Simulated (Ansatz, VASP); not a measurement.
CdS in VASP and in Ansatz

POSCAR

```
CdS
1.0
    0.0000000000      2.9392138876      2.9727209259
    2.9392138876      0.0000000000      2.9727209259
    2.9392138876      2.9392138876      0.0000000000
Cd S
1 1
Direct
    0.0000000000      0.0000000000      0.0000000000
    0.2500000000      0.2500000000      0.2500000000
```

INCAR.step1

```
PREC = Accurate ; ENCUT = 520
ISMEAR = 0 ; SIGMA = 0.01
LREAL = False ; LASPH = True
NELM = 100 ; NBANDS = 16
GGA = PE ; ALGO = Normal
EDIFF = 1E-4 ; LWAVE = True
LCHARG = False
```

The input INCAR.step2:

```
PREC = Accurate ; ENCUT = 520
EDIFF = 1E-6 ; ISMEAR = 0
SIGMA = 0.01 ; LREAL = False
LASPH = True ; NELM = 100
ALGO = Normal ; ISIF = 2
LWAVE = False ; LCHARG = False
METAGGA = R2SCAN ; LMIXTAU = True
NBANDS = 16 ; ISTART = 1
```

Contents of KPOINTS:

```
Automatic mesh
0
Gamma
  8 8 8
```

Input for Ansatz:

```yaml
crystal:
  lattice:
    - [0.0, 2.9392138876, 2.9727209259]
    - [2.9392138876, 0.0, 2.9727209259]
    - [2.9392138876, 2.9392138876, 0.0]
  atoms:
    - { symbol: Cd, position: [0.0, 0.0, 0.0] }
    - { symbol: S, position: [0.25, 0.25, 0.25] }
kpoints:
  mp_grid: { grid: [8, 8, 8] }
  band_path:
    path:
      - [0.0, 0.0, 0.0]
      - [-0.5, -0.5, 0.0]
      - [-0.375, -0.375, 0.25]
      - [-0.375, 0.0, 0.375]
      - [0.0, 0.0, 0.5]
      - [-0.5, -0.25, 0.25]
    npoints: 1
hamiltonian:
  xc: r2scan
scf:
  occupations: { method: fixed }
  n_extra_bands: 4
output:
  forces: true
  stress: true
  eigenvalues: true
```

Change from the starting cell: uniaxial_z strain +1.1%.

Alike in both runs: task single point; functional r2SCAN; k mesh 8 × 8 × 8; no spin polarisation.

|  | VASP | Ansatz |
| --- | --- | --- |
| version | VASP 6.6.1 | Ansatz 0.2.0 |
| potentials or method | VASP PAW PBE potentials, release 64 (Cd, S) | plane waves, PAW |
| plane-wave cutoff (eV) | 520 | 500 |
| occupations | gaussian, width 0.01 eV | fixed |
| valence electrons in the cell | 18 | 26 |

|  | VASP | Ansatz | Ansatz less VASP |
| --- | --- | --- | --- |
| gap on the k mesh at the Fermi level (eV) | 1.50 | 1.50 | +0.005 |
| pressure (GPa) | -0.4 | -0.7 | -0.29 |
| traceless stress, the component that is largest in VASP (GPa) | -0.15 | -0.15 | -0.002 |

VASP's potentials were made for PBE, not for r2SCAN. VASP's potentials hold 18 valence electrons a cell and Ansatz's 26, so a difference there can come from the potentials and not from the codes.
